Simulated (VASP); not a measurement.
GaAs, 2 atoms in the cell. Symmetry: I-4m2, No. 119, tetragonal system. The conventional cell has a = 3.933 Å, b = 3.933 Å, c = 5.841 Å, α = 90.00°, β = 90.00°, γ = 90.00°. Ga (site symmetry -4m2) has 4 As at 2.45 Å within 3.2 Å. As (site symmetry -4m2) has 4 Ga at 2.45 Å within 3.2 Å.  This cell differs from its parent crystal: ratio of the length along z to the lengths across it x 1.05, volume and fractional coordinates fixed.

```yaml
Program: VASP 6.6.1
Task: single point
Functional: PBE
Potentials_or_basis: VASP PAW PBE potentials, release 64 (Ga_d, As)
Cutoff: 520 eV
k_mesh: 12 × 12 × 12
Occupations: gaussian, width 0.05 eV
Spin: no spin polarisation
Dipole_correction: no
Further_INCAR_settings: ALGO = Normal; EDIFF = 1e-06; NBANDS = 16
```

Potentials or basis: VASP PAW PBE potentials, release 64 (Ga_d, As).

Run with:

```bash
$ cat potpaw_PBE.64/Ga_d/POTCAR potpaw_PBE.64/As/POTCAR > POTCAR
$ mpirun -np 1 vasp_std > vasp.out
```

Hardware: 1 thread of Intel(R) Xeon(R) Platinum 8375C CPU @ 2.90GHz (Ice Lake), with other jobs on the host.

Q: How long does it take, and how much memory?

A: It took 98 s on 1 thread of Intel(R) Xeon(R) Platinum 8375C CPU @ 2.90GHz (Ice Lake), with other jobs on the host, peak memory 0.26 GiB. Counts: scf iterations 12, k points 163.
